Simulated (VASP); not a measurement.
# Ni (Fm-3m) in VASP: a series of runs

The runs below take Ni through single point, with r2SCAN, PBEsol, B3LYP.

Program: VASP 6.6.1. These are calculated values, not measurements. Logs are shortened: lines on timing, memory, paths and dates and some standing lists are left out, and cuts for length are marked.

## Step 1: The cell of the first run

It takes space group Fm-3m (No. 225, cubic). Conventional cell: a = 3.543 Å, b = 3.543 Å, c = 3.543 Å, α = 90.00°, β = 90.00°, γ = 90.00°. Ni (site symmetry m-3m) has 12 Ni at 2.51 Å within 3.3 Å.

## Step 2: Single point, r2SCAN, collinear spin, ferromagnetic start

Input file POSCAR:

```
Ni
1.0
    0.0000000000      1.7716516424      1.7716516424
    1.7716516424      0.0000000000      1.7716516424
    1.7716516424      1.7716516424      0.0000000000
Ni
1
Direct
    0.0000000000      0.0000000000      0.0000000000
```

Input file INCAR.step1:

```
SYSTEM = Ni
PREC = Accurate
ENCUT = 650
ISMEAR = -1
SIGMA = 0.05
LREAL = .False.
LASPH = .True.
NELM = 200
ISPIN = 2
MAGMOM = 1
LMAXMIX = 4
NBANDS = 19
GGA = PE
ALGO = Normal
EDIFF = 1E-5
LWAVE = .True.
LCHARG = .False.
GGA_COMPAT = .False.
```

Input file INCAR.step2:

```
SYSTEM = Ni
PREC = Accurate
ENCUT = 650
EDIFF = 1E-6
ISMEAR = -1
SIGMA = 0.05
LREAL = .False.
LASPH = .True.
NELM = 200
ALGO = Normal
ISIF = 2
LWAVE = .False.
LCHARG = .True.
ISPIN = 2
MAGMOM = 1
LORBIT = 11
LMAXMIX = 4
METAGGA = R2SCAN
LMIXTAU = .True.
LELF = .True.
LVHAR = .True.
NBANDS = 19
ISTART = 1
GGA_COMPAT = .False.
```

Input file KPOINTS:

```
Automatic mesh
0
Gamma
  13 13 13
  0 0 0
```

Potentials or basis: VASP PAW PBE potentials, release 64 (Ni_sv_GW).

On the command line:

```bash
> cat potpaw_PBE.64/Ni_sv_GW/POTCAR > POTCAR
> cp INCAR.step1 INCAR
> mpirun -np 1 vasp_std > vasp.out
> cp INCAR.step2 INCAR
> mpirun -np 1 vasp_std > vasp.out
```

OUTCAR:

```text
SYSTEM = Ni
   PREC = Accurate
   ENCUT = 650
   EDIFF = 1E-6
   ISMEAR = -1
   LREAL = .False.
   LASPH = .True.
   NELM = 200
   ISIF = 2
   ISPIN = 2
   LORBIT = 11
   METAGGA = R2SCAN
   ISTART = 1

 ion  position               nearest neighbor table
   1  0.000  0.000  0.000-

  LATTYP: Found a face centered cubic cell.
 ALAT       =     3.5433032848

  Lattice vectors:

 A1 = (   0.0000000000,   1.7716516424,   1.7716516424)
 A2 = (   1.7716516424,   0.0000000000,   1.7716516424)
 A3 = (   1.7716516424,   1.7716516424,   0.0000000000)

Analysis of symmetry for initial positions (statically):
=====================================================================
 Subroutine PRICEL returns:
 Original cell was already a primitive cell.

 Routine SETGRP: Setting up the symmetry group for a
 face centered cubic supercell.

 Subroutine GETGRP returns: Found 48 space group operations
 (whereof 48 operations were pure point group operations)
 out of a pool of 48 trial point group operations.

The static configuration has the point symmetry O_h .

Analysis of symmetry for dynamics (positions and initial velocities):
=====================================================================
 Subroutine PRICEL returns:
 Original cell was already a primitive cell.

 Routine SETGRP: Setting up the symmetry group for a
 face centered cubic supercell.

 Subroutine GETGRP returns: Found 48 space group operations
 (whereof 48 operations were pure point group operations)
 out of a pool of 48 trial point group operations.

The dynamic configuration has the point symmetry O_h .

Analysis of structural, dynamic, and magnetic symmetry:
=====================================================================
 Subroutine PRICEL returns:
 Original cell was already a primitive cell.

 Routine SETGRP: Setting up the symmetry group for a
 face centered cubic supercell.

 Subroutine GETGRP returns: Found 48 space group operations
 (whereof 48 operations were pure point group operations)
 out of a pool of 48 trial point group operations.

The overall configuration has the point symmetry O_h .

 Subroutine INISYM returns: Found 48 space group operations
 (whereof 48 operations are pure point group operations),
 and found     1 'primitive' translations

----------------------------------------------------------------------------------------

                                     Primitive cell

  volume of cell :      11.1215

  direct lattice vectors                    reciprocal lattice vectors
     0.000000000  1.771651642  1.771651642    -0.282222525  0.282222525  0.282222525
     1.771651642  0.000000000  1.771651642     0.282222525 -0.282222525  0.282222525
     1.771651642  1.771651642  0.000000000     0.282222525  0.282222525 -0.282222525

  length of vectors
     2.505493780  2.505493780  2.505493780     0.488823752  0.488823752  0.488823752

  position of ions in fractional coordinates (direct lattice)
     0.000000000  0.000000000  0.000000000

  ion indices of the primitive-cell ions
   primitive index   ion index
                 1           1

----------------------------------------------------------------------------------------

 KPOINTS: Automatic mesh

Automatic generation of k-mesh.
 Grid dimensions read from file:
 generate k-points for:   13   13   13

 Generating k-lattice:

  Cartesian coordinates                     Fractional coordinates (reciprocal lattice)
    -0.021709425  0.021709425  0.021709425     0.076923077  0.000000000  0.000000000
     0.021709425 -0.021709425  0.021709425     0.000000000  0.076923077  0.000000000
     0.021709425  0.021709425 -0.021709425     0.000000000  0.000000000  0.076923077

  Length of vectors
     0.037601827  0.037601827  0.037601827

  Shift w.r.t. Gamma in fractional coordinates (k-lattice)
     0.000000000  0.000000000  0.000000000

 Subroutine IBZKPT returns following result:
 ===========================================

 Found     84 irreducible k-points:

 Following reciprocal coordinates:
            Coordinates               Weight
  0.000000  0.000000  0.000000      1.000000
  0.076923  0.000000  0.000000      8.000000
  0.153846  0.000000  0.000000      8.000000
  0.230769  0.000000  0.000000      8.000000
  0.307692  0.000000  0.000000      8.000000
  0.384615  0.000000  0.000000      8.000000
[... 16 lines left out ...]
  0.384615  0.153846  0.000000     24.000000
  0.461538  0.153846  0.000000     24.000000
 [... further k-points ...]
   k-points           NKPTS =     84   k-points in BZ     NKDIM =     84   number of bands    NBANDS=     19
   number of dos      NEDOS =    301   number of ions     NIONS =      1
   total plane-waves  NPLWV =  13824
   dimension x,y,z NGX =    24 NGY =   24 NGZ =   24
   dimension x,y,z NGXF=    48 NGYF=   48 NGZF=   48
   ions per type =               1
   NGX,Y,Z   is equivalent  to a cutoff of  15.92, 15.92, 15.92 a.u.
   NGXF,Y,Z  is equivalent  to a cutoff of  31.85, 31.85, 31.85 a.u.
 SYSTEM =  Ni
   PREC   = accura    normal or accurate (medium, high low for compatibility)
   ISTART =      1    job   : 0-new  1-cont  2-samecut
   ICHARG =      0    charge: 1-file 2-atom 10-const
   ISPIN  =      2    spin polarized calculation?
   LNONCOLLINEAR =      F non collinear calculations
   LSORBIT =      F    spin-orbit coupling
   LASPH  =      T    aspherical Exc in radial PAW
   ENCUT  =  650.0 eV  47.77 Ry    6.91 a.u.   5.21  5.21  5.21*2*pi/ulx,y,z
   NELM   =    200;   NELMIN=  2; NELMDL=  0     # of ELM steps
   EDIFF  = 0.1E-05   stopping-criterion for ELM
   LREAL  =      F    real-space projection
   EDIFFG = 0.1E-04   stopping-criterion for IOM
   NSW    =      0    number of steps for IOM
   IBRION =     -1    ionic relax: 0-MD 1-quasi-New 2-CG
   NFREE  =      0    steps in history (QN), initial steepest desc. (CG)
   ISIF   =      2    stress and relaxation
   ISYM   =      2    0-nonsym 1-usesym 2-fastsym
   POTIM  = 0.5000    time-step for ionic-motion
   TEBEG  =    0.0;   TEEND  =   0.0 temperature during run
   PSTRESS=    0.0 pullay stress
   NELECT =      18.0000    total number of electrons
   NUPDOWN=      -1.0000    fix difference up-down
   EMIN   =  10.00;   EMAX   =-10.00  energy-range for DOS
   EFERMI =   0.00;   METHOD = LEGACY
   ISMEAR =    -1;   SIGMA  =   0.05  broadening in eV -4-tet -1-fermi 0-gaus
   EFERMI_NEDOS =   21; number of points for ismear=-14 and -15
   IALGO  =     38    algorithm
   IMIX   =      4    mixing-type and parameters
     AMIX     =   0.40;   BMIX     =  1.00
     AMIX_MAG =   1.60;   BMIX_MAG =  1.00
  volume/ion in A,a.u.               =      11.12        75.05
  Fermi-wavevector in a.u.,A,eV,Ry     =   1.922106  3.632254 50.266609  3.694492
  Thomas-Fermi vector in A             =   2.956260
   LORBIT       =     11    0 simple, 1 ext, 2 COOP (PROOUT), +10 PAW based schemes
   METAGGA = R2SCAN    functional components
   LHFCALC =     F    Hartree Fock is set to
   AEXX    =    0.0000 exact exchange contribution
   IVDW    =     0    specifies the selected vdW correction
   LEPSILON=     F    determine dielectric tensor
   LRPA    =     F    only Hartree local field effects (RPA)
 spin polarized calculation
  energy-cutoff  :      650.00
  volume of cell :       11.12
 maximum number of plane-waves:       431
 NGX is ok and might be reduce to    24
   NGX = 11   NGY = 11   NGZ = 11

 number of electron      18.0000010 magnetization       0.7844702

 Free energy of the ion-electron system (eV)
  ---------------------------------------------------
  ext. energy  EPLUGINS =         0.00000000
  ---------------------------------------------------
  free energy    TOTEN  =       -12.87616866 eV

  energy without entropy =      -12.86520133  energy(sigma->0) =      -12.87068500

 E-fermi :   7.5609     XC(G=0): -14.9458

 val. band max:        7.5561804932   @ k =   0.3846   0.0769   0.0000
 cond. band min:       7.5780467102   @ k =   0.3846   0.0769   0.0000
 fundamental gap:      0.0218662170
 Fermi energy:         7.5608697605

 spin component 1

 k-point     1 :       0.0000    0.0000    0.0000
  band No.  band energies     occupation
      1    -100.2922      1.00000
      2     -59.0838      1.00000
      3     -59.0838      1.00000
      4     -59.0838      1.00000
      5      -1.8378      1.00000
      6       4.5304      1.00000
[... 11 lines left out ...]
     18      41.8295      0.00000
     19      47.9968      0.00000

 k-point     2 :       0.0769    0.0000    0.0000
  band No.  band energies     occupation
      1    -100.2907      1.00000
      2     -59.0961      1.00000
      3     -59.0855      1.00000
      4     -59.0855      1.00000
      5      -1.6028      1.00000
      6       4.4750      1.00000
[... 476 lines left out ...]
 k-point    24 :       0.4615    0.1538    0.0000
  band No.  band energies     occupation
      1    -100.2620      1.00000
      2     -59.2610      1.00000
      3     -59.1352      1.00000
      4     -59.1243      1.00000
      5       2.6163      1.00000
      6       4.3012      1.00000
[... 11 lines left out ...]
     18      47.0909      0.00000
     19      56.1497      0.00000

 [... further k-points ...]

 spin component 2

 k-point     1 :       0.0000    0.0000    0.0000
  band No.  band energies     occupation
      1     -98.8472      1.00000
      2     -57.6574      1.00000
      3     -57.6574      1.00000
      4     -57.6574      1.00000
      5      -2.1236      1.00000
      6       6.0088      1.00000
[... 11 lines left out ...]
     18      41.8710      0.00000
     19      48.5470      0.00000

 k-point     2 :       0.0769    0.0000    0.0000
  band No.  band energies     occupation
      1     -98.8457      1.00000
      2     -57.6707      1.00000
      3     -57.6592      1.00000
      4     -57.6592      1.00000
      5      -1.8862      1.00000
      6       5.9346      1.00000
[... 476 lines left out ...]
 k-point    24 :       0.4615    0.1538    0.0000
  band No.  band energies     occupation
      1     -98.8148      1.00000
      2     -57.8492      1.00000
      3     -57.7127      1.00000
      4     -57.7008      1.00000
      5       3.1821      1.00000
      6       4.9410      1.00000
[... 11 lines left out ...]
     18      47.4072      0.00000
     19      56.4674      0.00000

 [... further k-points ...]
[... 5 lines left out ...]
  --------------------------------------------------------------------------------------
  -------------------------------------------------------------------------------------
  Total       -0.8953980     -0.8953980     -0.8953980     -0.0000000     -0.0000000      0.0000000
  in kB     -128.9916827   -128.9916827   -128.9916827     -0.0000000     -0.0000000      0.0000000
  external PRESSURE =    -128.9916827 kB  Pullay stress =       0.0000000 kB

 VOLUME and BASIS-vectors are now :
 -----------------------------------------------------------------------------
  energy-cutoff  :      650.00
  volume of cell :       11.12
      direct lattice vectors                 reciprocal lattice vectors
     0.000000000  1.771651642  1.771651642    -0.282222525  0.282222525  0.282222525
     1.771651642  0.000000000  1.771651642     0.282222525 -0.282222525  0.282222525
     1.771651642  1.771651642  0.000000000     0.282222525  0.282222525 -0.282222525

 POSITION                                       TOTAL-FORCE (eV/Angst)
 -----------------------------------------------------------------------------------
      0.00000      0.00000      0.00000         0.000000      0.000000     -0.000000
 -----------------------------------------------------------------------------------
    total drift:                                0.000000      0.000000      0.000000

  FREE ENERGIE OF THE ION-ELECTRON SYSTEM (eV)
  ---------------------------------------------------
  free  energy   TOTEN  =       -12.8761686642 eV

  energy  without entropy=      -12.8652013339  energy(sigma->0) =      -12.87068500

 total charge

# of ion       s       p       d       f       tot
--------------------------------------------------
    1        2.235   6.292   7.803   0.004  16.334

 magnetization (x)

# of ion       s       p       d       f       tot
--------------------------------------------------
    1       -0.003  -0.029   0.894  -0.001   0.862
```

Run time: 72 s. Hardware: 1 thread of Intel Xeon 6975P-C (Granite Rapids), shared host; peak memory 0.19 GiB.

Results:

* Free energy: -12.8762 eV
* Pressure: -12.9 GPa
* Net moment: 0.78 μB per cell
* Site moments: Ni +0.86 μB
* Valence electrons inside the program's atomic spheres: Ni 16.33

Levels at points of the mesh, in eV from the Fermi level:
Spin up:
```csv
k point,band 6,band 7,band 8,band 9,band 10,band 11,band 12,band 13
"(0.00, 0.00, 0.00)",-3.03,-3.03,-3.03,-1.74,-1.74,24.04,28.05,28.05
```
Spin down:
```tsv
k point	band 6	band 7	band 8	band 9	band 10	band 11
(0.00, 0.00, 0.00)	-1.55	-1.55	-1.55	-0.93	-0.93	23.59
```

Caveat: the PAW data sets were made with another functional, which shifts forces and pressure a little.

## Step 3: Single point, PBEsol, collinear spin, ferromagnetic start

This run uses another cell than the first one, of 10.49 Å³/atom, 0.943 times its volume.

Input file INCAR:

```
SYSTEM = Ni
ALGO     = Normal         ! electronic algorithm
EDIFF    = 1E-6           ! SCF threshold, eV
ENCUT    = 600            ! plane-wave cutoff, eV
GGA      = PS             ! functional
GGA_COMPAT= .False.      
ISIF     = 2              ! what is computed and relaxed
ISMEAR   = -1             ! smearing method
ISPIN    = 2              ! spin polarisation
LASPH    = .True.         ! aspherical terms in the spheres
LCHARG   = .True.         ! write CHGCAR
LELF     = .True.         ! ELF
LMAXMIX  = 4              ! l up to which the mixer works
LORBIT   = 11             ! projections on sites
LREAL    = .False.        ! projectors in reciprocal space
LVHAR    = .True.       
LWAVE    = .False.        ! write WAVECAR
MAGMOM   = 0.83           ! initial moments
NBANDS   = 15             ! bands
NELM     = 200            ! most SCF steps
PREC     = Accurate       ! precision mode
SIGMA    = 0.05           ! smearing width, eV
```

Input file KPOINTS:

```
k-points
0
Gamma
  13 13 13
  0 0 0
```

Input file POSCAR:

```
Ni
1.0
    0.0000000000      1.7375729330      1.7375729330
    1.7375729330      0.0000000000      1.7375729330
    1.7375729330      1.7375729330      0.0000000000
Ni
1
Direct
    0.0000000000      0.0000000000      0.0000000000
```

Potentials or basis: VASP PAW PBE potentials, release 64 (Ni).

On the command line:

```bash
> cat potpaw_PBE.64/Ni/POTCAR > POTCAR
> mpirun -np 1 vasp_std > vasp.out
```

It took 18 s on 1 thread of Intel Xeon 6975P-C (Granite Rapids), shared host; peak memory 0.14 GiB.

The run converged. Its results:

```
Free energy                                           : -6.1439 eV
Pressure                                              : -2.5 GPa
Net moment                                            : 0.62 μB per cell
Site moments                                          : Ni +0.63 μB
Valence electrons inside the program's atomic spheres : Ni 9.38
```

Levels at points of the mesh, in eV from the Fermi level:
Spin up:
| k point | band 1 | band 2 | band 3 | band 4 | band 5 | band 6 | band 7 | band 8 | band 9 | band 10 |
| --- | --- | --- | --- | --- | --- | --- | --- | --- | --- | --- |
| (0.00, 0.00, 0.00) | -9.32 | -2.52 | -2.52 | -2.52 | -1.29 | -1.29 | 24.00 | 28.13 | 28.13 | 28.13 |
Spin down:
| k point | band 3 | band 4 | band 5 | band 6 | band 7 | band 8 |
| --- | --- | --- | --- | --- | --- | --- |
| (0.00, 0.00, 0.00) | -1.80 | -1.80 | -0.68 | -0.68 | 23.90 | 28.13 |

Caveat: the PAW data sets were made with another functional, which shifts forces and pressure a little.

[end of part 1 of 2]
